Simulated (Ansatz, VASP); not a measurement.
**AgO: VASP beside Ansatz**

```
Ag O
1.0
     0.00000    2.22740    2.40800
     2.22740    0.00000    2.40800
     2.22740    2.22740    0.00000
Ag O
1 1
Direct
  0.00000 0.00000 0.00000
  0.75000 0.75000 0.75000
```

Change from the starting cell: strain -0.0750 x Voigt [1, 1, 0, 0, 0, 0], atoms carried along.

Alike in both runs: task single point; functional PBEsol; k mesh 18 × 18 × 18; occupations gaussian, width 0.15 eV; no spin polarisation.

|  | VASP | Ansatz |
| --- | --- | --- |
| version | VASP 6.6.1 | Ansatz 0.2.0 |
| potentials or method | VASP PAW PBE potentials, release 64 (Ag, O), cutoff 520 eV | scalar-relativistic, plane waves, PAW |
| valence electrons in the cell | 17 | 25 |

|  | VASP | Ansatz | Ansatz less VASP |
| --- | --- | --- | --- |
| gap on the k mesh at the Fermi level (eV) | none | none | - |
| pressure (GPa) | 45.5 | 45.8 | +0.32 |
| traceless stress, the component that is largest in VASP (GPa) | 4.91 | 4.91 | +0.006 |

VASP's potentials were made for PBE, not for PBEsol. A gap of «none» marks a metal or a gap that the smearing closes. Both programs put the cell under a high pressure, so it lies far from rest at this level. VASP's potentials hold 17 valence electrons a cell and Ansatz's 25, so a difference there can come from the potentials and not from the codes.
